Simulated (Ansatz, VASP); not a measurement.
## One calculation of Sc5S, two programs

```xyz
6
Lattice="3.4080 0.0000 0.0000 -1.7040 2.9514 0.0000 0.0000 0.0000 13.7790" Properties=species:S:1:pos:R:3 pbc="T T T"
Sc    1.7040    0.9838   12.1647
Sc    0.0000    1.9676    1.6143
Sc    0.0000    1.9676    9.5039
Sc    1.7040    0.9838    4.2751
Sc    0.0000    0.0000    6.8895
S     0.0000    0.0000    0.0000
```

Alike in both runs: functional PBE; k mesh 12 × 12 × 4; occupations gaussian, width 0.1 eV; no spin polarisation.

Ansatz relaxed the structure, and its values are those at the end. VASP's run is a single point on that final structure, the one shown.

|  | VASP | Ansatz |
| --- | --- | --- |
| version | VASP 6.6.1 | Ansatz 0.2.0 |
| potentials or method | VASP PAW PBE potentials, release 64 (Sc_sv, S), cutoff 520 eV | scalar-relativistic, plane waves, PAW |
| valence electrons in the cell | 61 | 61 |

```tsv
	VASP	Ansatz	Ansatz less VASP
gap on the k mesh at the Fermi level (eV)	none	none	-
pressure (GPa)	0.1	0.0	-0.10
rms of the force components (eV/Å)	0.011	0.000	-0.0108
```

A gap of «none» marks a metal or a gap that the smearing closes. The functional is the same, so the differences come from potentials, cutoffs and numerics.
